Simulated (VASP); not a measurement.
# Pt (Fm-3m) in VASP: further runs

Pt is run at these levels: LDA; tasks: single point, relaxation of cell and atoms.

Program: VASP 6.6.1. These are calculated values, not measurements. Logs are shortened: lines on timing, memory, paths and dates and some standing lists are left out, and cuts for length are marked.

## 1. The cell of the first run

Symmetry: Fm-3m, No. 225, cubic system. Conventional cell: a = 3.879 Å, b = 3.879 Å, c = 3.879 Å, α = 90.00°, β = 90.00°, γ = 90.00°. Pt (site symmetry m-3m) has 12 Pt at 2.74 Å within 3.6 Å.

## 2. Single point, LDA

INCAR

```
PREC = Accurate
ENCUT = 520
EDIFF = 1E-6
ISMEAR = -1
SIGMA = 0.1
LREAL = False
LASPH = True
NELM = 100
ALGO = Normal
ISIF = 2
LWAVE = False
LCHARG = False
NBANDS = 11
```

KPOINTS

```
regular mesh
0
Gamma
  24 24 24
```

POSCAR

```
Pt
1.0
    0.0000000000      1.9394639421      1.9394639421
    1.9394639421      0.0000000000      1.9394639421
    1.9394639421      1.9394639421      0.0000000000
Pt
1
Direct
    0.0000000000      0.0000000000      0.0000000000
```

Potentials or basis: VASP PAW LDA potentials, release 64 (Pt).

Started as:

```console
> cat potpaw_LDA.64/Pt/POTCAR > POTCAR
> mpirun -np 1 vasp_std > vasp.out
```

OUTCAR:

```text
PREC = Accurate
   ENCUT = 520
   EDIFF = 1E-6
   ISMEAR = -1
   LREAL = False
   LASPH = True
   NELM = 100
   ISIF = 2

 ion  position               nearest neighbor table
   1  0.000  0.000  0.000-

  LATTYP: Found a face centered cubic cell.
 ALAT       =     3.8789278842

  Lattice vectors:

 A1 = (   0.0000000000,   1.9394639421,   1.9394639421)
 A2 = (   1.9394639421,   0.0000000000,   1.9394639421)
 A3 = (   1.9394639421,   1.9394639421,   0.0000000000)

Analysis of symmetry for initial positions (statically):
=====================================================================
 Subroutine PRICEL returns:
 Original cell was already a primitive cell.

 Routine SETGRP: Setting up the symmetry group for a
 face centered cubic supercell.

 Subroutine GETGRP returns: Found 48 space group operations
 (whereof 48 operations were pure point group operations)
 out of a pool of 48 trial point group operations.

The static configuration has the point symmetry O_h .

Analysis of symmetry for dynamics (positions and initial velocities):
=====================================================================
 Subroutine PRICEL returns:
 Original cell was already a primitive cell.

 Routine SETGRP: Setting up the symmetry group for a
 face centered cubic supercell.

 Subroutine GETGRP returns: Found 48 space group operations
 (whereof 48 operations were pure point group operations)
 out of a pool of 48 trial point group operations.

The dynamic configuration has the point symmetry O_h .

 Subroutine INISYM returns: Found 48 space group operations
 (whereof 48 operations are pure point group operations),
 and found     1 'primitive' translations

----------------------------------------------------------------------------------------

                                     Primitive cell

  volume of cell :      14.5907

  direct lattice vectors                    reciprocal lattice vectors
     0.000000000  1.939463942  1.939463942    -0.257803195  0.257803195  0.257803195
     1.939463942  0.000000000  1.939463942     0.257803195 -0.257803195  0.257803195
     1.939463942  1.939463942  0.000000000     0.257803195  0.257803195 -0.257803195

  length of vectors
     2.742816211  2.742816211  2.742816211     0.446528231  0.446528231  0.446528231

  position of ions in fractional coordinates (direct lattice)
     0.000000000  0.000000000  0.000000000

  ion indices of the primitive-cell ions
   primitive index   ion index
                 1           1

----------------------------------------------------------------------------------------

 KPOINTS: regular mesh

Automatic generation of k-mesh.
 Grid dimensions read from file:
 generate k-points for:   24   24   24

 Generating k-lattice:

  Cartesian coordinates                     Fractional coordinates (reciprocal lattice)
    -0.010741800  0.010741800  0.010741800     0.041666667  0.000000000  0.000000000
     0.010741800 -0.010741800  0.010741800     0.000000000  0.041666667  0.000000000
     0.010741800  0.010741800 -0.010741800     0.000000000  0.000000000  0.041666667

  Length of vectors
     0.018605343  0.018605343  0.018605343

  Shift w.r.t. Gamma in fractional coordinates (k-lattice)
     0.000000000  0.000000000  0.000000000

 Subroutine IBZKPT returns following result:
 ===========================================

 Found    413 irreducible k-points:

 Following reciprocal coordinates:
            Coordinates               Weight
  0.000000  0.000000  0.000000      1.000000
  0.041667  0.000000  0.000000      8.000000
  0.083333  0.000000  0.000000      8.000000
  0.125000  0.000000  0.000000      8.000000
  0.166667  0.000000  0.000000      8.000000
  0.208333  0.000000  0.000000      8.000000
[... 16 lines left out ...]
  0.416667  0.041667  0.000000     24.000000
  0.458333  0.041667  0.000000     24.000000
 [... further k-points ...]
   k-points           NKPTS =    413   k-points in BZ     NKDIM =    413   number of bands    NBANDS=     11
   number of dos      NEDOS =    301   number of ions     NIONS =      1
   total plane-waves  NPLWV =   8000
   dimension x,y,z NGX =    20 NGY =   20 NGZ =   20
   dimension x,y,z NGXF=    40 NGYF=   40 NGZF=   40
   ions per type =               1
   NGX,Y,Z   is equivalent  to a cutoff of  12.12, 12.12, 12.12 a.u.
   NGXF,Y,Z  is equivalent  to a cutoff of  24.24, 24.24, 24.24 a.u.
 SYSTEM =  unknown system
   PREC   = accura    normal or accurate (medium, high low for compatibility)
   ISTART =      0    job   : 0-new  1-cont  2-samecut
   ICHARG =      2    charge: 1-file 2-atom 10-const
   ISPIN  =      1    spin polarized calculation?
   LNONCOLLINEAR =      F non collinear calculations
   LSORBIT =      F    spin-orbit coupling
   LASPH  =      T    aspherical Exc in radial PAW
   ENCUT  =  520.0 eV  38.22 Ry    6.18 a.u.   5.10  5.10  5.10*2*pi/ulx,y,z
   NELM   =    100;   NELMIN=  2; NELMDL= -5     # of ELM steps
   EDIFF  = 0.1E-05   stopping-criterion for ELM
   LREAL  =      F    real-space projection
   EDIFFG = 0.1E-04   stopping-criterion for IOM
   NSW    =      0    number of steps for IOM
   IBRION =     -1    ionic relax: 0-MD 1-quasi-New 2-CG
   NFREE  =      0    steps in history (QN), initial steepest desc. (CG)
   ISIF   =      2    stress and relaxation
   ISYM   =      2    0-nonsym 1-usesym 2-fastsym
   POTIM  = 0.5000    time-step for ionic-motion
   TEBEG  =    0.0;   TEEND  =   0.0 temperature during run
   PSTRESS=    0.0 pullay stress
   NELECT =      10.0000    total number of electrons
   NUPDOWN=      -1.0000    fix difference up-down
   EMIN   =  10.00;   EMAX   =-10.00  energy-range for DOS
   EFERMI =   0.00;   METHOD = LEGACY
   ISMEAR =    -1;   SIGMA  =   0.10  broadening in eV -4-tet -1-fermi 0-gaus
   EFERMI_NEDOS =   21; number of points for ismear=-14 and -15
   IALGO  =     38    algorithm
   IMIX   =      4    mixing-type and parameters
     AMIX     =   0.40;   BMIX     =  1.00
     AMIX_MAG =   1.60;   BMIX_MAG =  1.00
  volume/ion in A,a.u.               =      14.59        98.46
  Fermi-wavevector in a.u.,A,eV,Ry     =   1.443388  2.727608 28.345959  2.083369
  Thomas-Fermi vector in A             =   2.561801
   LORBIT       =      0    0 simple, 1 ext, 2 COOP (PROOUT), +10 PAW based schemes
   GGA     = CA    functional components
   LHFCALC =     F    Hartree Fock is set to
   AEXX    =    0.0000 exact exchange contribution
   IVDW    =     0    specifies the selected vdW correction
   LEPSILON=     F    determine dielectric tensor
   LRPA    =     F    only Hartree local field effects (RPA)
 non-spin polarized calculation
  energy-cutoff  :      520.00
  volume of cell :       14.59
 maximum number of plane-waves:       411
   NGX = 11   NGY = 11   NGZ = 11

 number of electron      10.0000000 magnetization

 number of electron       9.9999999 magnetization

 Free energy of the ion-electron system (eV)
  ---------------------------------------------------
  ext. energy  EPLUGINS =         0.00000000
  ---------------------------------------------------
  free energy    TOTEN  =        -7.53094210 eV

  energy without entropy =       -7.47856851  energy(sigma->0) =       -7.50475530

 E-fermi :  11.8045     XC(G=0): -13.8797

 val. band max:       11.8032062461   @ k =  -0.3750   0.4167   0.2083
 cond. band min:      11.8067248595   @ k =  -0.4167   0.4167   0.1667
 fundamental gap:      0.0035186134
 Fermi energy:        11.8044511870

 k-point     1 :       0.0000    0.0000    0.0000
  band No.  band energies     occupation
      1       1.1735      2.00000
      2       7.7689      2.00000
      3       7.7689      2.00000
      4       7.7689      2.00000
      5      10.0825      2.00000
      6      10.0825      2.00000
      7      26.3153      0.00000
      8      31.4251      0.00000
      9      31.4251      0.00000
     10      31.4251      0.00000
     11      37.0001      0.00000

 k-point     2 :       0.0417    0.0000    0.0000
  band No.  band energies     occupation
      1       1.2462      2.00000
      2       7.7347      2.00000
      3       7.7989      2.00000
      4       7.7989      2.00000
      5      10.0647      2.00000
      6      10.0647      2.00000
      7      26.4331      0.00000
      8      31.0337      0.00000
      9      31.5402      0.00000
     10      31.5402      0.00000
     11      37.4498      0.00000

 k-point     3 :       0.0833    0.0000    0.0000
  band No.  band energies     occupation
      1       1.4607      2.00000
      2       7.6405      2.00000
      3       7.8826      2.00000
      4       7.8826      2.00000
      5      10.0193      2.00000
      6      10.0193      2.00000
      7      26.7701      0.00000
      8      30.1149      0.00000
      9      31.8796      0.00000
     10      31.8796      0.00000
     11      38.4178      0.00000

 k-point     4 :       0.1250    0.0000    0.0000
  band No.  band energies     occupation
      1       1.8047      2.00000
      2       7.5109      2.00000
      3       8.0004      2.00000
      4       8.0004      2.00000
      5       9.9715      2.00000
      6       9.9715      2.00000
      7      27.2718      0.00000
      8      28.9929      0.00000
      9      32.4267      0.00000
     10      32.4267      0.00000
     11      38.5074      0.00000
[... 239 lines left out ...]
 k-point    22 :       0.3750    0.0417    0.0000
  band No.  band energies     occupation
      1       4.0819      2.00000
      2       7.8554      2.00000
      3       7.9738      2.00000
      4       8.6742      2.00000
      5      11.1471      1.99721
      6      11.3498      1.97901
      7      21.3490      0.00000
      8      26.9048      0.00000
      9      32.0782      0.00000
     10      33.0044      0.00000
     11      38.2424      0.00000

 k-point    23 :       0.4167    0.0417    0.0000
  band No.  band energies     occupation
      1       4.1349      2.00000
      2       7.7554      2.00000
      3       7.8750      2.00000
      4       9.4930      2.00000
      5      11.6144      1.73989
      6      11.6277      1.70823
      7      19.8649      0.00000
      8      26.4481      0.00000
      9      31.3789      0.00000
     10      32.0094      0.00000
     11      39.2241      0.00000

 k-point    24 :       0.4583    0.0417    0.0000
  band No.  band energies     occupation
      1       4.1427      2.00000
      2       7.6878      2.00000
      3       7.8013      2.00000
      4      10.2179      2.00000
      5      11.8070      0.98750
      6      12.0680      0.13375
      7      18.6197      0.00000
      8      26.1490      0.00000
      9      30.9424      0.00000
     10      31.2559      0.00000
     11      40.0650      0.00000

 [... further k-points ...]

------------------------ aborting loop because EDIFF is reached ----------------------------------------

  FORCE on cell =-STRESS in cart. coord.  units (eV):
  Direction    XX          YY          ZZ          XY          YZ          ZX
  --------------------------------------------------------------------------------------
  -------------------------------------------------------------------------------------
  Total        0.4382990      0.4382990      0.4382990      0.0000000      0.0000000     -0.0000000
  in kB       48.1288966     48.1288966     48.1288966      0.0000000      0.0000000     -0.0000000
  external PRESSURE =      48.1288966 kB  Pullay stress =       0.0000000 kB

 VOLUME and BASIS-vectors are now :
 -----------------------------------------------------------------------------
  energy-cutoff  :      520.00
  volume of cell :       14.59
      direct lattice vectors                 reciprocal lattice vectors
     0.000000000  1.939463942  1.939463942    -0.257803195  0.257803195  0.257803195
     1.939463942  0.000000000  1.939463942     0.257803195 -0.257803195  0.257803195
     1.939463942  1.939463942  0.000000000     0.257803195  0.257803195 -0.257803195

 POSITION                                       TOTAL-FORCE (eV/Angst)
 -----------------------------------------------------------------------------------
      0.00000      0.00000      0.00000         0.000000      0.000000      0.000000
 -----------------------------------------------------------------------------------
    total drift:                                0.000000      0.000000     -0.000000

  FREE ENERGIE OF THE ION-ELECTRON SYSTEM (eV)
  ---------------------------------------------------
  free  energy   TOTEN  =        -7.5309420965 eV

  energy  without entropy=       -7.4785685073  energy(sigma->0) =       -7.50475530
```

Wall time 21 s (1 thread of Intel Xeon Platinum 8481C at 2.70GHz (Sapphire Rapids), shared host); peak memory 0.17 GiB.

What came out:

```yaml
Free_energy: -7.5309 eV
Pressure: 4.8 GPa
Band_gap_on_the_k_mesh: zero (band 5 reaches 12.33 eV, above the bottom of band 6 at 9.96 eV)
```

Levels at points of the mesh, in eV from the Fermi level:
| k point | band 3 | band 4 | band 5 | band 6 | band 7 | band 8 |
| --- | --- | --- | --- | --- | --- | --- |
| (0.00, 0.00, 0.00) | -4.04 | -4.04 | -1.72 | -1.72 | 14.51 | 19.62 |
| (0.50, 0.00, 0.00) | -4.10 | -0.63 | 0.05 | 0.05 | 6.08 | 14.09 |
| (0.50, 0.50, 0.00) | 0.03 | 0.52 | 0.52 | 1.69 | 9.23 | 11.43 |

Caveat: spin-orbit coupling is left out, which moves the levels of the heavy elements.

## 3. Single point, LDA

This run uses another cell than the first one, of 14.78 Å³/atom, 1.013 times its volume.

INCAR

```
ALGO = Normal
EDIFF = 1E-6
ENCUT = 520
GGA = CA
ISIF = 2
ISMEAR = -1
LASPH = True
LCHARG = True
LELF = True
LREAL = False
LVHAR = True
LWAVE = False
NBANDS = 11
NELM = 60
PREC = Accurate
SIGMA = 0.1
```

KPOINTS

```
k-points
0
Gamma
  24 24 24
```

POSCAR

```
Pt
1.0
    0.0000000000      1.9476302508      1.9476302508
    1.9476302508      0.0000000000      1.9476302508
    1.9476302508      1.9476302508      0.0000000000
Pt
1
Direct
    0.0000000000      0.0000000000      0.0000000000
```

Potentials or basis: VASP PAW LDA potentials, release 64 (Pt).

Started as:

```console
> cat potpaw_LDA.64/Pt/POTCAR > POTCAR
> mpirun -np 1 vasp_std > vasp.out
```

Wall time 22 s (1 thread of Intel Xeon Platinum 8481C at 2.70GHz (Sapphire Rapids), shared host); peak memory 0.17 GiB.

Results (log left out):

* Free energy: -7.5343 eV
* Pressure: 0.8 GPa
* Band gap on the k mesh: zero (band 5 reaches 12.06 eV, above the bottom of band 6 at 9.75 eV)

Levels at points of the mesh, in eV from the Fermi level:
| k point | band 2 | band 3 | band 4 | band 5 | band 6 | band 7 | band 8 | band 9 |
| --- | --- | --- | --- | --- | --- | --- | --- | --- |
| (0.00, 0.00, 0.00) | -3.95 | -3.95 | -3.95 | -1.69 | -1.69 | 14.55 | 19.59 | 19.59 |
| (0.50, 0.00, 0.00) | -4.01 | -4.01 | -0.57 | 0.04 | 0.04 | 5.98 | 14.13 | 19.03 |
| (0.50, 0.50, 0.00) | -6.88 | 0.02 | 0.51 | 0.51 | 1.72 | 9.09 | 11.39 | 11.39 |

Caveat: spin-orbit coupling is left out, which moves the levels of the heavy elements.

(Continued in part 2 of 2.)
